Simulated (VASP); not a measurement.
# ZrN (I4/mmm) in VASP: notebook, part 2 of 2

VASP 6.6.1. Earlier steps stand in the parts before.

## (3) Single point, PBEsol (zz strain of +3 %)

INCAR reads:

```
PREC     = Accurate       # precision mode
ENCUT    = 600            # plane-wave cutoff, eV
EDIFF    = 1E-6           # SCF threshold, eV
ISMEAR   = -1             # smearing method
SIGMA    = 0.01           # smearing width, eV
LREAL    = F              # projectors in reciprocal space
LASPH    = T              # aspherical terms in the spheres
NELM     = 120            # most SCF steps
ALGO     = Normal         # electronic algorithm
ISIF     = 2              # what is computed and relaxed
LWAVE    = F              # write WAVECAR
LCHARG   = F              # write CHGCAR
GGA      = PS             # functional
NBANDS   = 16             # bands
GGA_COMPAT= F
```

KPOINTS reads:

```
regular mesh
0
Gamma
  9 9 9
```

POSCAR reads:

```
ZrN
1.0
    0.0000000000      2.2842300000      2.3527569000
    2.2842300000      0.0000000000      2.3527569000
    2.2842300000      2.2842300000      0.0000000000
Zr N
1 1
Direct
    0.0000000000      0.0000000000      0.0000000000
    0.5000000000      0.5000000000      0.5000000000
```

Potentials or basis: VASP PAW PBE potentials, release 64 (Zr_sv, N).

Run with:

```sh
> cat potpaw_PBE.64/Zr_sv/POTCAR potpaw_PBE.64/N/POTCAR > POTCAR
> mpirun -np 1 vasp_std > vasp.out
```

OUTCAR:

```text
PREC = Accurate
   ENCUT = 600
   EDIFF = 1E-6
   ISMEAR = -1
   LREAL = F
   LASPH = T
   NELM = 120
   ISIF = 2
   GGA = PS

 ion  position               nearest neighbor table
   1  0.000  0.000  0.000-   2 2.28   2 2.28   2 2.28   2 2.28   2 2.35   2 2.35
   2  0.500  0.500  0.500-   1 2.28   1 2.28   1 2.28   1 2.28   1 2.35   1 2.35

  LATTYP: Found a body centered tetragonal cell.
 ALAT       =     3.2303890456
 C/A-ratio  =     1.4566399692

  Lattice vectors:

 A1 = (  -2.2842300000,   0.0000000000,   2.3527569000)
 A2 = (   2.2842300000,   0.0000000000,   2.3527569000)
 A3 = (   0.0000000000,   2.2842300000,  -2.3527569000)

Analysis of symmetry for initial positions (statically):
=====================================================================
 Subroutine PRICEL returns:
 Original cell was already a primitive cell.

 Routine SETGRP: Setting up the symmetry group for a
 body centered tetragonal supercell.

 Subroutine GETGRP returns: Found 16 space group operations
 (whereof 16 operations were pure point group operations)
 out of a pool of 16 trial point group operations.

The static configuration has the point symmetry D_4h.

Analysis of symmetry for dynamics (positions and initial velocities):
=====================================================================
 Subroutine PRICEL returns:
 Original cell was already a primitive cell.

 Routine SETGRP: Setting up the symmetry group for a
 body centered tetragonal supercell.

 Subroutine GETGRP returns: Found 16 space group operations
 (whereof 16 operations were pure point group operations)
 out of a pool of 16 trial point group operations.

The dynamic configuration has the point symmetry D_4h.

 Subroutine INISYM returns: Found 16 space group operations
 (whereof 16 operations are pure point group operations),
 and found     1 'primitive' translations

----------------------------------------------------------------------------------------

                                     Primitive cell

  volume of cell :      24.5520

  direct lattice vectors                    reciprocal lattice vectors
     0.000000000  2.284230000  2.352756900    -0.218892143  0.218892143  0.212516644
     2.284230000  0.000000000  2.352756900     0.218892143 -0.218892143  0.212516644
     2.284230000  2.284230000  0.000000000     0.218892143  0.218892143 -0.212516644

  length of vectors
     3.279202910  3.279202910  3.230389046     0.375487502  0.375487502  0.375487502

  position of ions in fractional coordinates (direct lattice)
     0.000000000  0.000000000  0.000000000
     0.500000000  0.500000000  0.500000000

  ion indices of the primitive-cell ions
   primitive index   ion index
                 1           1
                 2           2

----------------------------------------------------------------------------------------

 KPOINTS: regular mesh

Automatic generation of k-mesh.
 Grid dimensions read from file:
 generate k-points for:    9    9    9

 Generating k-lattice:

  Cartesian coordinates                     Fractional coordinates (reciprocal lattice)
    -0.024321349  0.024321349  0.023612960     0.111111111  0.000000000  0.000000000
     0.024321349 -0.024321349  0.023612960     0.000000000  0.111111111  0.000000000
     0.024321349  0.024321349 -0.023612960    -0.000000000 -0.000000000  0.111111111

  Length of vectors
     0.041720834  0.041720834  0.041720834

  Shift w.r.t. Gamma in fractional coordinates (k-lattice)
     0.000000000  0.000000000  0.000000000

 Subroutine IBZKPT returns following result:
 ===========================================

 Found     75 irreducible k-points:

 Following reciprocal coordinates:
            Coordinates               Weight
  0.000000  0.000000  0.000000      1.000000
  0.111111 -0.000000  0.000000      8.000000
  0.222222  0.000000  0.000000      8.000000
  0.333333  0.000000  0.000000      8.000000
  0.444444  0.000000  0.000000      8.000000
  0.111111  0.111111  0.000000      2.000000
[... 16 lines left out ...]
 -0.333333  0.333333  0.000000      4.000000
  0.444444  0.444444  0.000000      2.000000
 [... further k-points ...]
   k-points           NKPTS =     75   k-points in BZ     NKDIM =     75   number of bands    NBANDS=     16
   number of dos      NEDOS =    301   number of ions     NIONS =      2
   total plane-waves  NPLWV =  21952
   dimension x,y,z NGX =    28 NGY =   28 NGZ =   28
   dimension x,y,z NGXF=    56 NGYF=   56 NGZF=   56
   ions per type =               1   1
   NGX,Y,Z   is equivalent  to a cutoff of  14.20, 14.20, 14.41 a.u.
   NGXF,Y,Z  is equivalent  to a cutoff of  28.39, 28.39, 28.82 a.u.
 SYSTEM =  unknown system
   PREC   = accura    normal or accurate (medium, high low for compatibility)
   ISTART =      0    job   : 0-new  1-cont  2-samecut
   ICHARG =      2    charge: 1-file 2-atom 10-const
   ISPIN  =      1    spin polarized calculation?
   LNONCOLLINEAR =      F non collinear calculations
   LSORBIT =      F    spin-orbit coupling
   LASPH  =      T    aspherical Exc in radial PAW
   ENCUT  =  600.0 eV  44.10 Ry    6.64 a.u.   6.55  6.55  6.45*2*pi/ulx,y,z
   NELM   =    120;   NELMIN=  2; NELMDL= -5     # of ELM steps
   EDIFF  = 0.1E-05   stopping-criterion for ELM
   LREAL  =      F    real-space projection
   EDIFFG = 0.1E-04   stopping-criterion for IOM
   NSW    =      0    number of steps for IOM
   IBRION =     -1    ionic relax: 0-MD 1-quasi-New 2-CG
   NFREE  =      0    steps in history (QN), initial steepest desc. (CG)
   ISIF   =      2    stress and relaxation
   ISYM   =      2    0-nonsym 1-usesym 2-fastsym
   POTIM  = 0.5000    time-step for ionic-motion
   TEBEG  =    0.0;   TEEND  =   0.0 temperature during run
   PSTRESS=    0.0 pullay stress
   NELECT =      17.0000    total number of electrons
   NUPDOWN=      -1.0000    fix difference up-down
   EMIN   =  10.00;   EMAX   =-10.00  energy-range for DOS
   EFERMI =   0.00;   METHOD = LEGACY
   ISMEAR =    -1;   SIGMA  =   0.01  broadening in eV -4-tet -1-fermi 0-gaus
   EFERMI_NEDOS =   21; number of points for ismear=-14 and -15
   IALGO  =     38    algorithm
   IMIX   =      4    mixing-type and parameters
     AMIX     =   0.40;   BMIX     =  1.00
     AMIX_MAG =   1.60;   BMIX_MAG =  1.00
  volume/ion in A,a.u.               =      12.28        82.84
  Fermi-wavevector in a.u.,A,eV,Ry     =   1.448312  2.736913 28.539698  2.097609
  Thomas-Fermi vector in A             =   2.566168
   LORBIT       =      0    0 simple, 1 ext, 2 COOP (PROOUT), +10 PAW based schemes
   GGA     = PS    functional components
   LHFCALC =     F    Hartree Fock is set to
   AEXX    =    0.0000 exact exchange contribution
   IVDW    =     0    specifies the selected vdW correction
   LEPSILON=     F    determine dielectric tensor
   LRPA    =     F    only Hartree local field effects (RPA)
 non-spin polarized calculation
  energy-cutoff  :      600.00
  volume of cell :       24.55
 maximum number of plane-waves:       853
 NGX is ok and might be reduce to    28
   NGX = 13   NGY = 13   NGZ = 13

 number of electron      17.0000000 magnetization

 Free energy of the ion-electron system (eV)
  ---------------------------------------------------
  ext. energy  EPLUGINS =         0.00000000
  ---------------------------------------------------
  free energy    TOTEN  =       -21.51482640 eV

  energy without entropy =      -21.51441456  energy(sigma->0) =      -21.51462048

 E-fermi :  11.5820     XC(G=0): -12.5805

 val. band max:       11.5574307217   @ k =   0.1111  -0.0000   0.0000
 cond. band min:      11.5828710845   @ k =  -0.1111   0.0000   0.1111
 fundamental gap:      0.0254403628
 Fermi energy:        11.5820047936

 k-point     1 :       0.0000    0.0000    0.0000
  band No.  band energies     occupation
      1     -37.9183      2.00000
      2     -15.6053      2.00000
      3     -15.5777      2.00000
      4     -15.5777      2.00000
      5      -4.5504      2.00000
      6       8.8800      2.00000
[... 8 lines left out ...]
     15      20.6758      0.00000
     16      33.5363      0.00000
[... 419 lines left out ...]
 k-point    24 :       0.4444    0.4444    0.0000
  band No.  band energies     occupation
      1     -37.7595      2.00000
      2     -16.4551      2.00000
      3     -15.8792      2.00000
      4     -15.8792      2.00000
      5      -3.9528      2.00000
      6       6.6547      2.00000
[... 8 lines left out ...]
     15      21.6683      0.00000
     16      26.8380      0.00000

 [... further k-points ...]
[... 5 lines left out ...]
  --------------------------------------------------------------------------------------
  -------------------------------------------------------------------------------------
  Total       -0.8879552     -0.8879552     -2.4849502      0.0000000      0.0000000     -0.0000000
  in kB      -57.9448633    -57.9448633   -162.1591866      0.0000000      0.0000000     -0.0000000
  external PRESSURE =     -92.6829710 kB  Pullay stress =       0.0000000 kB

 VOLUME and BASIS-vectors are now :
 -----------------------------------------------------------------------------
  energy-cutoff  :      600.00
  volume of cell :       24.55
      direct lattice vectors                 reciprocal lattice vectors
     0.000000000  2.284230000  2.352756900    -0.218892143  0.218892143  0.212516644
     2.284230000  0.000000000  2.352756900     0.218892143 -0.218892143  0.212516644
     2.284230000  2.284230000  0.000000000     0.218892143  0.218892143 -0.212516644

 POSITION                                       TOTAL-FORCE (eV/Angst)
 -----------------------------------------------------------------------------------
      0.00000      0.00000      0.00000        -0.000000      0.000000      0.000000
      2.28423      2.28423      2.35276         0.000000     -0.000000     -0.000000
 -----------------------------------------------------------------------------------
    total drift:                                0.000000      0.000000      0.000000

  FREE ENERGIE OF THE ION-ELECTRON SYSTEM (eV)
  ---------------------------------------------------
  free  energy   TOTEN  =       -21.5148263978 eV

  energy  without entropy=      -21.5144145565  energy(sigma->0) =      -21.51462048
```

Wall time 16 s (1 thread of Intel Xeon 6975P-C (Granite Rapids), shared host); peak memory 0.18 GiB.

What came out:

| Quantity | Value |
| --- | --- |
| Free energy | -21.5148 eV |
| Pressure | -9.3 GPa |
| Band gap on the k mesh | zero (an odd number of electrons rules out a gap without spin polarisation) |

Caveat: the cell differs from its parent crystal (zz strain of +3 %); the cell stands under tension; the PAW data sets were made with another functional, which shifts forces and pressure a little.
